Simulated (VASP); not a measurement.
The system is SrTiO3.

```xyz
5
Lattice="3.9364 0.0000 0.0000 0.0000 3.9364 0.0000 0.0000 0.0000 3.9364" Properties=species:S:1:pos:R:3 pbc="T T T"
Sr    0.0000    0.0000    0.0000
Ti    1.9682    1.9682    1.9682
O     1.9682    0.0000    1.9682
O     1.9682    1.9682    0.0000
O     0.0000    1.9682    1.9682
```

```yaml
Program: VASP 6.6.1
Task: relaxation of cell and atoms
Functional: PBEsol
Potentials_or_basis: VASP PAW PBE potentials, release 64 (Sr_sv, Ti_sv, O)
Cutoff: 600 eV
k_mesh: 6 × 6 × 6
Occupations: fermi-dirac, width 0.02 eV
Spin: no spin polarisation
```

At the start: pressure -5.5 GPa; volume 12.20 Å³/atom.

Q: Where does the relaxation end?

A: Over 3 steps the energy falls by 6.8 meV/atom and the volume is 11.82 Å³/atom (-3.1 %); space group Pm-3m (No. 221, to 0.05 Å).

The path:
```
step  energy change (eV)  largest force (eV/Å)  pressure (GPa)  volume (Å³)
   1              0.0000                0.0000           -5.54        61.00
   2             -0.0037                0.0000            5.84        57.35
   3             -0.0342                0.0000           -0.03        59.08
```

Final structure:
```
CELL_PARAMETERS angstrom
3.89474 0.00000 0.00000
0.00000 3.89474 0.00000
0.00000 0.00000 3.89474
ATOMIC_POSITIONS crystal
Sr 0.00000 0.00000 0.00000
Ti 0.50000 0.50000 0.50000
O 0.50000 0.00000 0.50000
O 0.50000 0.50000 0.00000
O 0.00000 0.50000 0.50000
```

Caveat: the PAW data sets were made with another functional, which shifts forces and pressure a little.
